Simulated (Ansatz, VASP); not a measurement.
# BN in VASP and in Ansatz

```
CELL_PARAMETERS angstrom
2.56975 0.00000 0.00000
-1.28488 2.22547 0.00000
0.00000 0.00000 4.23694
ATOMIC_POSITIONS crystal
B 0.33333 0.66667 0.99960
B 0.66667 0.33333 0.49960
N 0.33333 0.66667 0.37440
N 0.66667 0.33333 0.87440
```

Change from the starting cell: strained cell.

Alike in both runs: functional LDA; k mesh 9 × 9 × 6; occupations gaussian, width 0.02 eV; no spin polarisation.

Ansatz relaxed the structure, and its values are those at the end. VASP's run is a single point on that final structure, the one shown.

```csv
,VASP,Ansatz
version,VASP 6.6.1,Ansatz 0.2.0
potentials or method,"VASP PAW LDA potentials, release 64 (B, N), cutoff 600 eV","scalar-relativistic, plane waves, PAW"
valence electrons in the cell,16,16
```

|  | VASP | Ansatz | Ansatz less VASP |
| --- | --- | --- | --- |
| gap on the k mesh at the Fermi level (eV) | 5.02 | 5.04 | +0.019 |
| least direct gap on the mesh (eV) | 8.02 | 8.03 | +0.005 |
| pressure (GPa) | -18.2 | -18.9 | -0.71 |

Ansatz warns that its potentials were made for another functional, while VASP's fit it. LDA's correlation is that of Perdew and Zunger in VASP and of Perdew and Wang (1992) in Ansatz. Ansatz's warnings: stress scf threshold loose.
